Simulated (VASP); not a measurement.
Write the native input for VASP 6.6.1 that does the following.

```yaml
Task: relaxation of cell and atoms
Functional: PBE
Potentials_or_basis: VASP PAW PBE potentials, release 64 (Sn_d, Se)
Cutoff: 500 eV
k_mesh: 6 × 6 × 4
Occupations: gaussian, width 0.1 eV
Spin: no spin polarisation
Dipole_correction: no
Further_INCAR_settings: ALGO = Normal; EDIFF = 1e-07; IBRION = 2; EDIFFG = -0.05; NSW = 100; ISIF = 3
```

The structure of SnSe2 lies in POSCAR:

```
SnSe2
1.0
    3.8110000000      0.0000000000      0.0000000000
   -1.9055000000      3.3004228138      0.0000000000
    0.0000000000      0.0000000000      6.1360000000
Sn Se
1 2
Direct
    0.0000000000      0.0000000000      0.0000000000
    0.3333333333      0.6666666667      0.2490000000
    0.6666666667      0.3333333333      0.7510000000
```

These files were run (other wordings do the same):

INCAR

```
  PREC = Accurate
  ENCUT = 500
  EDIFF = 1E-7
  ISMEAR = 0
  SIGMA = 0.1
  LREAL = False
  LASPH = True
  NELM = 120
  ALGO = Normal
  ISIF = 3
  LWAVE = False
  LCHARG = False
  GGA = PE
  IBRION = 2
  NSW = 100
  EDIFFG = -0.05
  GGA_COMPAT = False
  NELMIN = 4
```

KPOINTS

```
regular mesh
0
Gamma
  6 6 4
```

Potentials or basis: VASP PAW PBE potentials, release 64 (Sn_d, Se).

Launch:

```bash
$ cat potpaw_PBE.64/Sn_d/POTCAR potpaw_PBE.64/Se/POTCAR > POTCAR
$ mpirun -np 1 vasp_std > vasp.out
```

It gave:

```yaml
Relaxed_volume: 29.27 Å³/atom
Relaxed_cell: a = 3.886 Å, b = 3.886 Å, c = 6.714 Å, α = 90.00°, β = 90.00°, γ = 120.00°
Space_group_after_relaxing_to_0.05_Å: P-3m1 (No. 164)
Energy_gained_by_relaxing: 41.1 meV/atom
Ionic_steps: 12
Pressure_after_relaxing: -0.1 GPa
Largest_force_after_relaxing: 0.006 eV/Å
Band_gap_on_the_k_mesh: 0.71 eV, indirect (least direct gap 1.11 eV)
```

Caveat: spin-orbit coupling is left out, which moves the levels of the heavy elements; this functional lacks dispersion, which binds the layers, so the pressure and a relaxed spacing across them are unreliable; the volume moved by +14 % from the deposited cell, more than functionals usually miss; the relaxation stopped at a loose force limit of 0.05 eV/Å, so its end isn't a converged minimum.

It took 6.9 min on 1 thread of Intel Xeon 8259CL, on a shared host, peak memory 0.21 GiB.
